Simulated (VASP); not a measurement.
Runs of VASP 6.6.1 on BeB2. The structure is that of space group P6/mmm (No. 191), or close to it. The cells are those of the table. 

```tsv
task	cell	cutoff (eV)	gap on the mesh (eV)	pressure (GPa)
single point	a = 2.895, b = 2.895, c = 2.837 Å, angles 90.0, 90.0, 120.0°, 3 atoms	520	none	0.4
single point	a = 2.796, b = 2.796, c = 2.573 Å, angles 90.0, 90.0, 120.0°, 3 atoms	520	none	40.6
relaxation of cell and atoms	relaxed to 40 GPa from a = 2.930, b = 2.930, c = 2.877 Å, angles 90.0, 90.0, 120.0°, 3 atoms	600	none	41.1
relaxation of cell and atoms	relaxed from a = 2.930, b = 2.930, c = 2.877 Å, angles 90.0, 90.0, 120.0°, 3 atoms	600	none	-0.3
relaxation of cell and atoms	relaxed to 20 GPa from a = 2.930, b = 2.930, c = 2.877 Å, angles 90.0, 90.0, 120.0°, 3 atoms	600	none	20.2
relaxation of cell and atoms	relaxed to 10 GPa from a = 2.930, b = 2.930, c = 2.877 Å, angles 90.0, 90.0, 120.0°, 3 atoms	600	none	9.9
relaxation of cell and atoms	relaxed to 30 GPa from a = 2.930, b = 2.930, c = 2.877 Å, angles 90.0, 90.0, 120.0°, 3 atoms	600	none	30.2
single point	a = 2.837, b = 2.837, c = 2.689 Å, angles 90.0, 90.0, 120.0°, 3 atoms	520	none	(a)
```

Alike in all rows: level LDA; potentials or basis VASP PAW LDA potentials, release 64 (Be, B); no spin polarisation; k mesh 9 × 9 × 8, shifted; smearing fermi-dirac 0.15 eV.

**Question.** Estimate the missing entries.

**Answer.** (a) 20.5.

Caveats: the cell is relaxed towards a set pressure, so the enthalpy falls and the energy may rise (some runs).

A gap of «none» marks levels without a gap at the run's occupations.
